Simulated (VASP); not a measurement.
Wanted: the native input for a VASP 6.6.1 run.

```yaml
Task: single point
Functional: PBE
Potentials_or_basis: VASP PAW PBE potentials, release 64 (Ta_pv, N)
Cutoff: 520 eV
k_mesh: 15 × 15 × 8
Occupations: gaussian, width 0.15 eV
Spin: no spin polarisation
Dipole_correction: no
Further_INCAR_settings: ALGO = Normal; EDIFF = 1e-06; NBANDS = 24
```

The structure of TaN lies in POSCAR:

```
TaN
1.0
    2.9168996769      0.0000000000      0.0000000000
   -1.4584498385      2.5261092205      0.0000000000
    0.0000000000      0.0000000000      5.9142266377
Ta N
2 2
Direct
   -0.0369347728     -0.0395865702      0.0000000000
    0.0369347728      0.0395865702      0.5000000000
    0.3333333333      0.6666666667      0.2500000000
    0.6666666667      0.3333333333      0.7500000000
```

This cell differs from its parent crystal: atoms displaced along several vibrational modes.

These files were run (other wordings do the same):

INCAR

```
SYSTEM = TaN
PREC = Accurate
ENCUT = 520
EDIFF = 1E-6
ISMEAR = 0
SIGMA = 0.15
LREAL = .False.
LASPH = .True.
NELM = 80
ALGO = Normal
ISIF = 2
LWAVE = .False.
LCHARG = .True.
GGA = PE
LELF = .True.
LVHAR = .True.
NBANDS = 24
```

KPOINTS

```
regular mesh
0
Gamma
  15 15 8
  0 0 0
```

Potentials or basis: VASP PAW PBE potentials, release 64 (Ta_pv, N).

Run with:

```bash
$ cat potpaw_PBE.64/Ta_pv/POTCAR potpaw_PBE.64/N/POTCAR > POTCAR
$ mpirun -np 1 vasp_std > vasp.out
```

Results of the run:

```
Pressure               : 2.7 GPa
Largest force          : 1.457 eV/Å
Band gap on the k mesh : zero (bands 16 and 17 overlap by 0.87 eV)
```

Caveat: the cell differs from its parent crystal (atoms displaced along several vibrational modes); spin-orbit coupling is left out, which moves the levels of the heavy elements; forces of over 1 eV/Å act on the atoms, so gaps and moduli don't describe the material at rest.

Wall time 3.5 min on 1 thread of Intel(R) Xeon(R) 6975P-C (Granite Rapids) (shared host), peak memory 0.58 GiB.
